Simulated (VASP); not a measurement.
# Mn (P6_3/mmc) in VASP: a series of runs

The runs below take Mn through single point, with LDA.

All numbers are computed with VASP 6.6.1; they aren't measurements. Logs are shortened: lines on timing, memory, paths and dates and some standing lists are left out, and cuts for length are marked.

## Step 1: The cell of the first run

The structure is hexagonal, space group P6_3/mmc (No. 194). The conventional cell has a = 2.329 Å, b = 2.329 Å, c = 3.761 Å, α = 90.00°, β = 90.00°, γ = 120.00°. Within 3.1 Å of Mn (site symmetry -6m2) lie 12 Mn at 2.31 to 2.33 Å.

## Step 2: Single point, LDA, collinear spin, antiferromagnetic start (volume scaled by 0.88)

The input, INCAR:

```
SYSTEM = Mn
PREC = Accurate
ENCUT = 520
EDIFF = 1E-6
ISMEAR = -1
SIGMA = 0.05
LREAL = .FALSE.
LASPH = .TRUE.
NELM = 150
ALGO = Normal
ISIF = 2
LWAVE = .FALSE.
LCHARG = .FALSE.
ISPIN = 2
MAGMOM = 3 -3
LORBIT = 11
LMAXMIX = 4
NBANDS = 24
```

The input, KPOINTS:

```
regular mesh
0
G
  17 17 9
  0 0 0
```

The input, POSCAR:

```
Mn
1.0
    2.3291454713      0.0000000000      0.0000000000
   -1.1645727356      2.0170991472      0.0000000000
    0.0000000000      0.0000000000      3.7610887863
Mn
2
Direct
    0.3333333333      0.6666666667      0.2500000000
    0.6666666667      0.3333333333      0.7500000000
```

Potentials or basis: VASP PAW LDA potentials, release 64 (Mn_pv).

The run is started by

```
> cat potpaw_LDA.64/Mn_pv/POTCAR > POTCAR
> mpirun -np 1 vasp_std > vasp.out
```

OUTCAR:

```text
SYSTEM = Mn
   PREC = Accurate
   ENCUT = 520
   EDIFF = 1E-6
   ISMEAR = -1
   LREAL = .FALSE.
   LASPH = .TRUE.
   NELM = 150
   ISIF = 2
   ISPIN = 2
   LORBIT = 11

 ion  position               nearest neighbor table
   1  0.333  0.667  0.250-   2 2.31   2 2.31   2 2.31   2 2.31   2 2.31   2 2.31
   2  0.667  0.333  0.750-   1 2.31   1 2.31   1 2.31   1 2.31   1 2.31   1 2.31

  LATTYP: Found a hexagonal cell.
 ALAT       =     2.3291454713
 C/A-ratio  =     1.6147934222

  Lattice vectors:

 A1 = (   2.3291454713,   0.0000000000,   0.0000000000)
 A2 = (  -1.1645727356,   2.0170991472,   0.0000000000)
 A3 = (   0.0000000000,   0.0000000000,   3.7610887863)

Analysis of symmetry for initial positions (statically):
=====================================================================
 Subroutine PRICEL returns:
 Original cell was already a primitive cell.

 Routine SETGRP: Setting up the symmetry group for a
 hexagonal supercell.

 Subroutine GETGRP returns: Found 24 space group operations
 (whereof 12 operations were pure point group operations)
 out of a pool of 24 trial point group operations.

The static configuration has the point symmetry D_3d.
 The point group associated with its full space group is D_6h.

Analysis of symmetry for dynamics (positions and initial velocities):
=====================================================================
 Subroutine PRICEL returns:
 Original cell was already a primitive cell.

 Routine SETGRP: Setting up the symmetry group for a
 hexagonal supercell.

 Subroutine GETGRP returns: Found 24 space group operations
 (whereof 12 operations were pure point group operations)
 out of a pool of 24 trial point group operations.

The dynamic configuration has the point symmetry D_3d.
 The point group associated with its full space group is D_6h.

Analysis of structural, dynamic, and magnetic symmetry:
=====================================================================
 Subroutine PRICEL returns:
 Original cell was already a primitive cell.

 Routine SETGRP: Setting up the symmetry group for a
 hexagonal supercell.

 Subroutine GETGRP returns: Found 24 space group operations
 (whereof 12 operations were pure point group operations)
 out of a pool of 24 trial point group operations.

The overall configuration has the point symmetry D_3d.
 The point group associated with its full space group is D_6h.

 Subroutine INISYM returns: Found 24 space group operations
 (whereof 12 operations are pure point group operations),
 and found     1 'primitive' translations

[... 114 lines left out ...]
     AMIX_MAG =   1.60;   BMIX_MAG =  1.00
  volume/ion in A,a.u.               =       8.84        59.62
  Fermi-wavevector in a.u.,A,eV,Ry     =   1.862031  3.518727 47.173545  3.467158
  Thomas-Fermi vector in A             =   2.909694
   LORBIT       =     11    0 simple, 1 ext, 2 COOP (PROOUT), +10 PAW based schemes
   GGA     = CA    functional components
   LHFCALC =     F    Hartree Fock is set to
   AEXX    =    0.0000 exact exchange contribution
   IVDW    =     0    specifies the selected vdW correction
   LEPSILON=     F    determine dielectric tensor
   LRPA    =     F    only Hartree local field effects (RPA)
 spin polarized calculation
  energy-cutoff  :      520.00
  volume of cell :       17.67
 maximum number of plane-waves:       494
 NGX is ok and might be reduce to    18
   NGX =  9   NGY =  9   NGZ = 13

 number of electron      26.0000048 magnetization      -0.0000000

 number of electron      26.0000048 magnetization       0.0000000

 Free energy of the ion-electron system (eV)
  ---------------------------------------------------
  ext. energy  EPLUGINS =         0.00000000
  ---------------------------------------------------
  free energy    TOTEN  =       -19.92466785 eV

  energy without entropy =      -19.90791682  energy(sigma->0) =      -19.91629233

 E-fermi :  13.2241     XC(G=0): -15.6060

 val. band max:       13.2181554145   @ k =   0.1765   0.0588   0.0000
 cond. band min:      13.2245756793   @ k =   0.1765   0.1176   0.0000
 fundamental gap:      0.0064202648
 Fermi energy:        13.2241361587

 spin component 1

 k-point     1 :       0.0000    0.0000    0.0000
  band No.  band energies     occupation
      1     -35.1022      1.00000
      2     -33.8272      1.00000
      3     -33.8272      1.00000
      4     -33.6339      1.00000
      5     -33.6339      1.00000
      6     -33.6103      1.00000
[... 637 lines left out ...]
     23      37.9151      0.00000
     24      39.7461      0.00000

 [... further k-points ...]

 spin component 2

 k-point     1 :       0.0000    0.0000    0.0000
  band No.  band energies     occupation
      1     -35.1022      1.00000
      2     -33.8272      1.00000
      3     -33.8272      1.00000
      4     -33.6339      1.00000
      5     -33.6339      1.00000
      6     -33.6103      1.00000
[... 637 lines left out ...]
     23      37.9151      0.00000
     24      39.7461      0.00000

 [... further k-points ...]
[... 5 lines left out ...]
  --------------------------------------------------------------------------------------
  -------------------------------------------------------------------------------------
  Total        6.3155004      6.3155004      6.2335823      0.0000000      0.0000000     -0.0000000
  in kB      572.6389758    572.6389758    565.2112950      0.0000000      0.0000000     -0.0000000
  external PRESSURE =     570.1630822 kB  Pullay stress =       0.0000000 kB

 VOLUME and BASIS-vectors are now :
 -----------------------------------------------------------------------------
  energy-cutoff  :      520.00
  volume of cell :       17.67
      direct lattice vectors                 reciprocal lattice vectors
     2.329145471  0.000000000  0.000000000     0.429342011  0.247880725  0.000000000
    -1.164572736  2.017099147  0.000000000     0.000000000  0.495761451  0.000000000
     0.000000000  0.000000000  3.761088786     0.000000000  0.000000000  0.265880456

 POSITION                                       TOTAL-FORCE (eV/Angst)
 -----------------------------------------------------------------------------------
     -0.00000      1.34473      0.94027        -0.000000     -0.000000      0.000000
      1.16457      0.67237      2.82082         0.000000      0.000000      0.000000
 -----------------------------------------------------------------------------------
    total drift:                               -0.000000      0.000000     -0.000000

  FREE ENERGIE OF THE ION-ELECTRON SYSTEM (eV)
  ---------------------------------------------------
  free  energy   TOTEN  =       -19.9246678493 eV

  energy  without entropy=      -19.9079168154  energy(sigma->0) =      -19.91629233

 total charge

# of ion       s       p       d       tot
------------------------------------------
    1        0.512   6.538   5.417  12.467
    2        0.512   6.538   5.417  12.467
--------------------------------------------------
tot          1.024  13.077  10.833  24.934

 magnetization (x)

# of ion       s       p       d       tot
------------------------------------------
    1        0.000   0.000  -0.000  -0.000
    2       -0.000  -0.000   0.000   0.000
--------------------------------------------------
tot          0.000   0.000   0.000   0.000
```

stdout:

```text
POSCAR found type information on POSCAR Mn
 POSCAR found :  1 types and       2 ions
 scaLAPACK will be used
 LDA part: xc-table for (Slater(with rela. corr.)+CA(PZ))
 , standard interpolation
 POSCAR, INCAR and KPOINTS ok, starting setup
 FFT: planning ... GRIDC
 FFT: planning ... GRID_SOFT
 FFT: planning ... GRID
 WAVECAR not read
 entering main loop
```

It took 70 s on 1 thread of Intel Xeon Platinum 8488C (Sapphire Rapids), shared host; peak memory 0.19 GiB.

Results:

```yaml
Free_energy: -19.9247 eV
Pressure: 57.0 GPa
Band_gap_on_the_k_mesh: zero (filled and empty bands overlap)
Net_moment: 0.00 μB per cell
Valence_electrons_inside_the_program's_atomic_spheres: Mn 12.47
```

Stress tensor (GPa, compression positive):
```
57.26  0.00  0.00
 0.00 57.26  0.00
 0.00  0.00 56.52
```

Caveat: the starting moments collapsed, and a magnetic state may lie lower.

## Step 3: Single point, LDA, collinear spin, antiferromagnetic start (volume scaled by 0.92)

The input, INCAR:

```
  PREC = Accurate
  ENCUT = 520
  EDIFF = 1E-6
  ISMEAR = -1
  SIGMA = 0.05
  LREAL = F
  LASPH = T
  NELM = 150
  ALGO = Normal
  ISIF = 2
  LWAVE = F
  LCHARG = F
  ISPIN = 2
  MAGMOM = 3 -3
  LORBIT = 11
  LMAXMIX = 4
  GGA = CA
  NBANDS = 24
```

The input, KPOINTS:

```
regular mesh
0
Gamma
  17 17 9
```

The input, POSCAR:

```
Mn
1.0
    2.3639139624      0.0000000000      0.0000000000
   -1.1819569812      2.0472095438      0.0000000000
    0.0000000000      0.0000000000      3.8172327171
Mn
2
Direct
    0.3333333333      0.6666666667      0.2500000000
    0.6666666667      0.3333333333      0.7500000000
```

Potentials or basis: VASP PAW LDA potentials, release 64 (Mn_pv).

The run is started by

```
> cat potpaw_LDA.64/Mn_pv/POTCAR > POTCAR
> mpirun -np 1 vasp_std > vasp.out
```

Wall time 74 s (1 thread of Intel Xeon Platinum 8488C (Sapphire Rapids), shared host); peak memory 0.2 GiB.

The run converged. Its results:

```
Free energy                                           : -20.1516 eV
Pressure                                              : 34.0 GPa
Band gap on the k mesh                                : zero (filled and empty bands overlap)
Net moment                                            : 0.00 μB per cell
Valence electrons inside the program's atomic spheres : Mn 12.35
```

Stress tensor (GPa, compression positive):
```
34.21  0.00  0.00
 0.00 34.21  0.00
 0.00  0.00 33.56
```

Levels at points of the mesh, in eV from the Fermi level:
Spin up:
```
           k point  band 10  band 11  band 12  band 13  band 14  band 15  band 16  band 17
(0.00, 0.00, 0.00)    -1.22    -1.21    -0.62    -0.62     0.01     0.01     1.18     1.98
```
Spin down:
```tsv
k point	band 10	band 11	band 12	band 13	band 14	band 15	band 16	band 17
(0.00, 0.00, 0.00)	-1.22	-1.21	-0.62	-0.62	0.01	0.01	1.18	1.98
```

Caveat: the starting moments collapsed, and a magnetic state may lie lower.
